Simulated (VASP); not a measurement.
# Pt (P6_3/mmc) in VASP: further runs

Pt is run at these levels: PBEsol; tasks: single point.

Program: VASP 6.6.1. These are calculated values, not measurements. Logs are shortened: lines on timing, memory, paths and dates and some standing lists are left out, and cuts for length are marked.

## (1) The cell of the first run

The structure is hexagonal, space group P6_3/mmc (No. 194). Conventional cell: a = 2.716 Å, b = 2.716 Å, c = 4.951 Å, α = 90.00°, β = 90.00°, γ = 120.00°. Within 3.6 Å of Pt (site symmetry -6m2) lie 12 Pt at 2.72 to 2.93 Å.

This isn't the form of Pt at room conditions, which is fcc.

## (2) Single point, PBEsol

File INCAR:

```
ALGO = Fast
EDIFF = 1E-6
ENCUT = 520
GGA = PS
ISIF = 2
ISMEAR = 0
LASPH = True
LCHARG = True
LELF = True
LREAL = False
LVHAR = True
LWAVE = False
NBANDS = 17
NELM = 60
PREC = Accurate
SIGMA = 0.15
```

File KPOINTS:

```
k-points
0
Gamma
  24 24 12
```

File POSCAR:

```
Pt
1.0
    2.7161309633      0.0000000000      0.0000000000
   -1.3580654817      2.3522384143      0.0000000000
    0.0000000000      0.0000000000      4.9505693977
Pt
2
Direct
    0.6666666667      0.3333333333      0.7500000000
    0.3333333333      0.6666666667      0.2500000000
```

Potentials or basis: VASP PAW PBE potentials, release 64 (Pt).

Run with:

```sh
> cat potpaw_PBE.64/Pt/POTCAR > POTCAR
> mpirun -np 1 vasp_std > vasp.out
```

OUTCAR:

```text
EDIFF = 1E-6
   ENCUT = 520
   GGA = PS
   ISIF = 2
   ISMEAR = 0
   LASPH = True
   LREAL = False
   NELM = 60
   PREC = Accurate

 ion  position               nearest neighbor table
   1  0.667  0.333  0.750-   2 2.93   2 2.93   2 2.93   2 2.93   2 2.93   2 2.93
   2  0.333  0.667  0.250-   1 2.93   1 2.93   1 2.93   1 2.93   1 2.93   1 2.93

  LATTYP: Found a hexagonal cell.
 ALAT       =     2.7161309633
 C/A-ratio  =     1.8226548957

  Lattice vectors:

 A1 = (   2.7161309633,   0.0000000000,   0.0000000000)
 A2 = (  -1.3580654817,   2.3522384143,   0.0000000000)
 A3 = (   0.0000000000,   0.0000000000,   4.9505693977)

Analysis of symmetry for initial positions (statically):
=====================================================================
 Subroutine PRICEL returns:
 Original cell was already a primitive cell.

 Routine SETGRP: Setting up the symmetry group for a
 hexagonal supercell.

 Subroutine GETGRP returns: Found 24 space group operations
 (whereof 12 operations were pure point group operations)
 out of a pool of 24 trial point group operations.

The static configuration has the point symmetry D_3d.
 The point group associated with its full space group is D_6h.

Analysis of symmetry for dynamics (positions and initial velocities):
=====================================================================
 Subroutine PRICEL returns:
 Original cell was already a primitive cell.

 Routine SETGRP: Setting up the symmetry group for a
 hexagonal supercell.

 Subroutine GETGRP returns: Found 24 space group operations
 (whereof 12 operations were pure point group operations)
 out of a pool of 24 trial point group operations.

The dynamic configuration has the point symmetry D_3d.
 The point group associated with its full space group is D_6h.

 Subroutine INISYM returns: Found 24 space group operations
 (whereof 12 operations are pure point group operations),
 and found     1 'primitive' translations

----------------------------------------------------------------------------------------

                                     Primitive cell

  volume of cell :      31.6291

  direct lattice vectors                    reciprocal lattice vectors
     2.716130963  0.000000000  0.000000000     0.368170760  0.212563487  0.000000000
    -1.358065482  2.352238414  0.000000000     0.000000000  0.425126974  0.000000000
     0.000000000  0.000000000  4.950569398     0.000000000  0.000000000  0.201996966

  length of vectors
     2.716130963  2.716130963  4.950569398     0.425126974  0.425126974  0.201996966

  position of ions in fractional coordinates (direct lattice)
     0.666666667  0.333333333  0.750000000
     0.333333333  0.666666667  0.250000000

  ion indices of the primitive-cell ions
   primitive index   ion index
                 1           1
                 2           2

----------------------------------------------------------------------------------------

 KPOINTS: k-points

Automatic generation of k-mesh.
 Grid dimensions read from file:
 generate k-points for:   24   24   12

 Generating k-lattice:

  Cartesian coordinates                     Fractional coordinates (reciprocal lattice)
     0.015340448  0.008856812  0.000000000     0.041666667 -0.000000000  0.000000000
     0.000000000  0.017713624  0.000000000     0.000000000  0.041666667  0.000000000
     0.000000000  0.000000000  0.016833081     0.000000000  0.000000000  0.083333333

  Length of vectors
     0.017713624  0.017713624  0.016833081

  Shift w.r.t. Gamma in fractional coordinates (k-lattice)
     0.000000000  0.000000000  0.000000000

 Subroutine IBZKPT returns following result:
 ===========================================

 Found    427 irreducible k-points:

 Following reciprocal coordinates:
            Coordinates               Weight
  0.000000  0.000000  0.000000      1.000000
  0.041667  0.000000  0.000000      6.000000
  0.083333  0.000000  0.000000      6.000000
  0.125000  0.000000  0.000000      6.000000
  0.166667  0.000000  0.000000      6.000000
  0.208333  0.000000  0.000000      6.000000
[... 16 lines left out ...]
  0.416667  0.041667  0.000000     12.000000
  0.458333  0.041667  0.000000     12.000000
 [... further k-points ...]
   k-points           NKPTS =    427   k-points in BZ     NKDIM =    427   number of bands    NBANDS=     17
   number of dos      NEDOS =    301   number of ions     NIONS =      2
   total plane-waves  NPLWV =  16000
   dimension x,y,z NGX =    20 NGY =   20 NGZ =   40
   dimension x,y,z NGXF=    40 NGYF=   40 NGZF=   80
   ions per type =               2
   NGX,Y,Z   is equivalent  to a cutoff of  12.24, 12.24, 13.43 a.u.
   NGXF,Y,Z  is equivalent  to a cutoff of  24.48, 24.48, 26.86 a.u.
 SYSTEM =  unknown system
   PREC   = accura    normal or accurate (medium, high low for compatibility)
   ISTART =      0    job   : 0-new  1-cont  2-samecut
   ICHARG =      2    charge: 1-file 2-atom 10-const
   ISPIN  =      1    spin polarized calculation?
   LNONCOLLINEAR =      F non collinear calculations
   LSORBIT =      F    spin-orbit coupling
   LASPH  =      T    aspherical Exc in radial PAW
   ENCUT  =  520.0 eV  38.22 Ry    6.18 a.u.   5.05  5.05  9.20*2*pi/ulx,y,z
   NELM   =     60;   NELMIN=  2; NELMDL= -5     # of ELM steps
   EDIFF  = 0.1E-05   stopping-criterion for ELM
   LREAL  =      F    real-space projection
   EDIFFG = 0.1E-04   stopping-criterion for IOM
   NSW    =      0    number of steps for IOM
   IBRION =     -1    ionic relax: 0-MD 1-quasi-New 2-CG
   NFREE  =      0    steps in history (QN), initial steepest desc. (CG)
   ISIF   =      2    stress and relaxation
   ISYM   =      2    0-nonsym 1-usesym 2-fastsym
   POTIM  = 0.5000    time-step for ionic-motion
   TEBEG  =    0.0;   TEEND  =   0.0 temperature during run
   PSTRESS=    0.0 pullay stress
   NELECT =      20.0000    total number of electrons
   NUPDOWN=      -1.0000    fix difference up-down
   EMIN   =  10.00;   EMAX   =-10.00  energy-range for DOS
   EFERMI =   0.00;   METHOD = LEGACY
   ISMEAR =     0;   SIGMA  =   0.15  broadening in eV -4-tet -1-fermi 0-gaus
   EFERMI_NEDOS =   21; number of points for ismear=-14 and -15
   IALGO  =     68    algorithm
   IMIX   =      4    mixing-type and parameters
     AMIX     =   0.40;   BMIX     =  1.00
     AMIX_MAG =   1.60;   BMIX_MAG =  1.00
  volume/ion in A,a.u.               =      15.81       106.72
  Fermi-wavevector in a.u.,A,eV,Ry     =   1.405149  2.655347 26.863944  1.974444
  Thomas-Fermi vector in A             =   2.527639
   LORBIT       =      0    0 simple, 1 ext, 2 COOP (PROOUT), +10 PAW based schemes
   GGA     = PS    functional components
   LHFCALC =     F    Hartree Fock is set to
   AEXX    =    0.0000 exact exchange contribution
   IVDW    =     0    specifies the selected vdW correction
   LEPSILON=     F    determine dielectric tensor
   LRPA    =     F    only Hartree local field effects (RPA)
 non-spin polarized calculation
 RMM-DIIS sequential band-by-band and
 Gauss-broadening in eV      SIGMA  =   0.15
  energy-cutoff  :      520.00
  volume of cell :       31.63
 maximum number of plane-waves:       882
   NGX = 11   NGY = 11   NGZ = 19

 number of electron      19.9999999 magnetization

 Free energy of the ion-electron system (eV)
  ---------------------------------------------------
  ext. energy  EPLUGINS =         0.00000000
  ---------------------------------------------------
  free energy    TOTEN  =       -13.73724078 eV

  energy without entropy =      -13.70056750  energy(sigma->0) =      -13.71890414

 E-fermi :  10.1581     XC(G=0): -13.3342

 val. band max:       10.1555343244   @ k =   0.3333   0.0417   0.3333
 cond. band min:      10.1594238483   @ k =   0.2917   0.2083   0.0000
 fundamental gap:      0.0038895239
 Fermi energy:        10.1580736395

 k-point     1 :       0.0000    0.0000    0.0000
  band No.  band energies     occupation
      1       0.4178      2.00000
      2       2.8734      2.00000
      3       5.9056      2.00000
      4       6.7044      2.00000
      5       6.7044      2.00000
      6       6.9975      2.00000
[... 9 lines left out ...]
     16      27.3760      0.00000
     17      31.9549      0.00000

 k-point     2 :       0.0417    0.0000    0.0000
  band No.  band energies     occupation
      1       0.4845      2.00000
      2       2.9381      2.00000
      3       5.9230      2.00000
      4       6.6769      2.00000
      5       6.7558      2.00000
      6       6.9614      2.00000
[... 9 lines left out ...]
     16      27.4782      0.00000
     17      31.5130      0.00000

 k-point     3 :       0.0833    0.0000    0.0000
  band No.  band energies     occupation
      1       0.6818      2.00000
      2       3.1265      2.00000
      3       5.9594      2.00000
      4       6.6142      2.00000
      5       6.8663      2.00000
      6       6.9087      2.00000
[... 9 lines left out ...]
     16      27.7347      0.00000
     17      30.5332      0.00000

 k-point     4 :       0.1250    0.0000    0.0000
  band No.  band energies     occupation
      1       1.0004      2.00000
      2       3.4186      2.00000
      3       5.9638      2.00000
      4       6.5435      2.00000
      5       6.7851      2.00000
      6       7.1587      2.00000
[... 9 lines left out ...]
     16      27.9226      0.00000
     17      29.6684      0.00000

 k-point     5 :       0.1667    0.0000    0.0000
  band No.  band energies     occupation
      1       1.4234      2.00000
      2       3.7686      2.00000
      3       5.9130      2.00000
      4       6.4015      2.00000
      5       6.8036      2.00000
      6       6.8913      2.00000
[... 9 lines left out ...]
     16      28.0885      0.00000
     17      28.7557      0.00000

 k-point     6 :       0.2083    0.0000    0.0000
  band No.  band energies     occupation
      1       1.9218      2.00000
      2       4.0820      2.00000
      3       5.9101      2.00000
      4       6.2236      2.00000
      5       6.2812      2.00000
      6       7.1855      2.00000
[... 9 lines left out ...]
     16      27.7347      0.00000
     17      28.3557      0.00000

 k-point     7 :       0.2500    0.0000    0.0000
  band No.  band energies     occupation
      1       2.4494      2.00000
      2       4.2291      2.00000
      3       5.8203      2.00000
      4       6.0843      2.00000
      5       6.1008      2.00000
      6       7.5669      2.00000
[... 9 lines left out ...]
     16      26.7129      0.00000
     17      28.5015      0.00000

 k-point     8 :       0.2917    0.0000    0.0000
  band No.  band energies     occupation
      1       2.9367      2.00000
      2       4.1879      2.00000
      3       5.4246      2.00000
      4       6.0478      2.00000
      5       6.4872      2.00000
      6       7.3056      2.00000
[... 9 lines left out ...]
     16      25.7286      0.00000
     17      27.6697      0.00000
[... 203 lines left out ...]
      1       2.7527      2.00000
      2       4.2839      2.00000
      3       5.6079      2.00000
      4       6.0399      2.00000
      5       6.2183      2.00000
      6       7.3656      2.00000
[... 9 lines left out ...]
     16      25.8827      0.00000
     17      28.4383      0.00000

 k-point    20 :       0.2917    0.0417    0.0000
  band No.  band energies     occupation
      1       3.1934      2.00000
      2       4.1812      2.00000
      3       5.2531      2.00000
      4       6.0770      2.00000
      5       6.6457      2.00000
      6       7.1401      2.00000
[... 9 lines left out ...]
     16      25.1947      0.00000
     17      26.7997      0.00000

 k-point    21 :       0.3333    0.0417    0.0000
  band No.  band energies     occupation
      1       3.4847      2.00000
      2       4.0326      2.00000
      3       4.9659      2.00000
      4       6.2725      2.00000
      5       6.9456      2.00000
      6       7.0827      2.00000
[... 9 lines left out ...]
     16      24.5545      0.00000
     17      25.0091      0.00000

 k-point    22 :       0.3750    0.0417    0.0000
  band No.  band energies     occupation
      1       3.6234      2.00000
      2       3.8965      2.00000
      3       4.7486      2.00000
      4       6.5863      2.00000
      5       6.7916      2.00000
      6       7.4295      2.00000
[... 9 lines left out ...]
     16      23.7113      0.00000
     17      23.9851      0.00000

 k-point    23 :       0.4167    0.0417    0.0000
  band No.  band energies     occupation
      1       3.6626      2.00000
      2       3.8035      2.00000
      3       4.6029      2.00000
      4       6.6851      2.00000
      5       6.9123      2.00000
      6       7.3997      2.00000
[... 9 lines left out ...]
     16      23.0319      0.00000
     17      23.5242      0.00000

 k-point    24 :       0.4583    0.0417    0.0000
  band No.  band energies     occupation
      1       3.6590      2.00000
      2       3.7640      2.00000
      3       4.5297      2.00000
      4       6.6307      2.00000
      5       7.1329      2.00000
      6       7.3594      2.00000
[... 9 lines left out ...]
     16      22.7096      0.00000
     17      23.2499      0.00000

 [... further k-points ...]
[... 5 lines left out ...]
  --------------------------------------------------------------------------------------
  -------------------------------------------------------------------------------------
  Total       -1.1618041     -1.1618041     -3.1314125      0.0000000      0.0000000      0.0000000
  in kB      -58.8513300    -58.8513300   -158.6220877      0.0000000      0.0000000      0.0000000
  external PRESSURE =     -92.1082492 kB  Pullay stress =       0.0000000 kB

 VOLUME and BASIS-vectors are now :
 -----------------------------------------------------------------------------
  energy-cutoff  :      520.00
  volume of cell :       31.63
      direct lattice vectors                 reciprocal lattice vectors
     2.716130963  0.000000000  0.000000000     0.368170760  0.212563487  0.000000000
    -1.358065482  2.352238414  0.000000000     0.000000000  0.425126974  0.000000000
     0.000000000  0.000000000  4.950569398     0.000000000  0.000000000  0.201996966

 POSITION                                       TOTAL-FORCE (eV/Angst)
 -----------------------------------------------------------------------------------
      1.35807      0.78408      3.71293        -0.000000      0.000000      0.000000
     -0.00000      1.56816      1.23764         0.000000      0.000000      0.000000
 -----------------------------------------------------------------------------------
    total drift:                               -0.000000      0.000000     -0.000000

  FREE ENERGIE OF THE ION-ELECTRON SYSTEM (eV)
  ---------------------------------------------------
  free  energy   TOTEN  =       -13.7372407831 eV

  energy  without entropy=      -13.7005674978  energy(sigma->0) =      -13.71890414
```

Wall time 83 s (1 thread of Intel Xeon 6975P-C (Granite Rapids), shared host); peak memory 0.29 GiB.

Results:

```
Free energy            : -13.7372 eV
Pressure               : -9.2 GPa
Band gap on the k mesh : zero (bands 10 and 11 overlap by 1.40 eV)
```

Caveat: the cell stands under tension; the PAW data sets were made with another functional, which shifts forces and pressure a little; spin-orbit coupling is left out, which moves the levels of the heavy elements.

## (3) Single point, PBEsol

This run uses another cell than the first one, of the same volume but with other edges.

File INCAR:

```
SYSTEM = Pt
ALGO = Fast
EDIFF = 1E-6
ENCUT = 520
GGA = PS
ISIF = 2
ISMEAR = 0
LASPH = .TRUE.
LCHARG = .FALSE.
LREAL = .FALSE.
LWAVE = .FALSE.
NBANDS = 17
NELM = 60
PREC = Accurate
SIGMA = 0.15
```

File KPOINTS:

```
k-points
0
G
  24 24 12
  0 0 0
```

File POSCAR:

```
Pt
1.0
    2.9738368851      0.0000000000      0.0000000000
   -1.4869184426      2.5754182892      0.0000000000
    0.0000000000      0.0000000000      4.1297358916
Pt
2
Direct
    0.6666666667      0.3333333333      0.7500000000
    0.3333333333      0.6666666667      0.2500000000
```

Potentials or basis: VASP PAW PBE potentials, release 64 (Pt).

Run with:

```sh
> cat potpaw_PBE.64/Pt/POTCAR > POTCAR
> mpirun -np 1 vasp_std > vasp.out
```

It took 74 s on 1 thread of Intel Xeon 6975P-C (Granite Rapids), shared host; peak memory 0.3 GiB.

The run converged. Its results:

```
Free energy            : -13.5379 eV
Pressure               : -5.1 GPa
Band gap on the k mesh : zero (bands 10 and 11 overlap by 1.38 eV)
```

Stress tensor (GPa, compression positive):
```
-8.49  0.00  0.00
 0.00 -8.49  0.00
 0.00  0.00  1.56
```

Levels at points of the mesh, in eV from the Fermi level:
```csv
k point,band 6,band 7,band 8,band 9,band 10,band 11,band 12,band 13,band 14,band 15
"(0.00, 0.00, 0.00)",-3.37,-2.71,-2.71,-2.30,-0.33,-0.33,1.20,7.62,14.01,17.91
"(0.50, 0.00, 0.00)",-2.58,-1.92,-0.80,-0.14,0.66,1.42,2.46,8.76,9.28,10.54
"(0.00, 0.00, 0.50)",-4.05,-3.29,-3.29,-0.69,-0.69,-0.69,-0.69,13.71,13.71,17.80
"(0.50, 0.00, 0.50)",-2.70,-1.08,-1.08,-0.33,-0.33,1.34,1.34,6.02,6.02,14.52
```

Caveat: the cell stands under tension; the PAW data sets were made with another functional, which shifts forces and pressure a little; spin-orbit coupling is left out, which moves the levels of the heavy elements.

(Continued in part 2 of 2.)
